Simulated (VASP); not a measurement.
Write the native input for VASP 6.6.1 that does the following.

| Property | Result |
| --- | --- |
| Task | single point |
| Functional | r2SCAN |
| Potentials or basis | VASP PAW PBE potentials, release 64 (Pb_d, I) |
| Cutoff | 550 eV |
| k mesh | 6 × 6 × 4 |
| Occupations | gaussian, width 0.01 eV |
| Spin | no spin polarisation |
| Dipole correction | no |
| Further INCAR settings | ALGO = Normal; EDIFF = 1e-06; NBANDS = 21 |

Crystal: PbI2.

```
CELL_PARAMETERS angstrom
4.56573 0.00000 0.00000
-2.28286 3.95403 0.00000
0.00000 0.00000 7.04108
ATOMIC_POSITIONS crystal
Pb 0.00000 0.00000 0.00000
I 0.33333 0.66667 0.26678
I 0.66667 0.33333 0.73322
```

These files were run (other wordings do the same):

POSCAR

```
PbI2
1.0
    4.5657260523      0.0000000000      0.0000000000
   -2.2828630262      3.9540347480      0.0000000000
    0.0000000000      0.0000000000      7.0410821077
Pb I
1 2
Direct
    0.0000000000      0.0000000000      0.0000000000
    0.3333333333      0.6666666667      0.2667794128
    0.6666666667      0.3333333333      0.7332205872
```

INCAR.step1

```
  ALGO = Normal
  EDIFF = 1E-5
  ENCUT = 550
  GGA = PE
  GGA_COMPAT = F
  ISMEAR = 0
  LASPH = T
  LCHARG = F
  LREAL = F
  LWAVE = T
  NBANDS = 21
  NELM = 120
  PREC = Accurate
  SIGMA = 0.01
```

INCAR.step2

```
  ALGO = Normal
  EDIFF = 1E-6
  ENCUT = 550
  GGA_COMPAT = F
  ISIF = 2
  ISMEAR = 0
  ISTART = 1
  LASPH = T
  LCHARG = T
  LELF = T
  LMIXTAU = T
  LREAL = F
  LVHAR = T
  LWAVE = F
  METAGGA = R2SCAN
  NBANDS = 21
  NELM = 120
  PREC = Accurate
  SIGMA = 0.01
```

KPOINTS

```
k-points
0
Gamma
  6 6 4
```

Potentials or basis: VASP PAW PBE potentials, release 64 (Pb_d, I).

Run with:

```console
$ cat potpaw_PBE.64/Pb_d/POTCAR potpaw_PBE.64/I/POTCAR > POTCAR
$ cp INCAR.step1 INCAR
$ mpirun -np 1 vasp_std > vasp.out
$ cp INCAR.step2 INCAR
$ mpirun -np 1 vasp_std > vasp.out
```

It gave:

| Quantity | Value |
| --- | --- |
| Pressure | 0.7 GPa |
| Largest force | 0.005 eV/Å |
| Band gap on the k mesh | 2.62 eV |

Caveat: the PAW data sets were made with another functional, which shifts forces and pressure a little; spin-orbit coupling is left out, which moves the levels of the heavy elements.

It took 4.9 min on 1 thread of Intel(R) Xeon(R) Platinum 8259CL CPU @ 2.50GHz (Skylake/Cascade Lake), with other jobs on the host, peak memory 0.31 GiB.
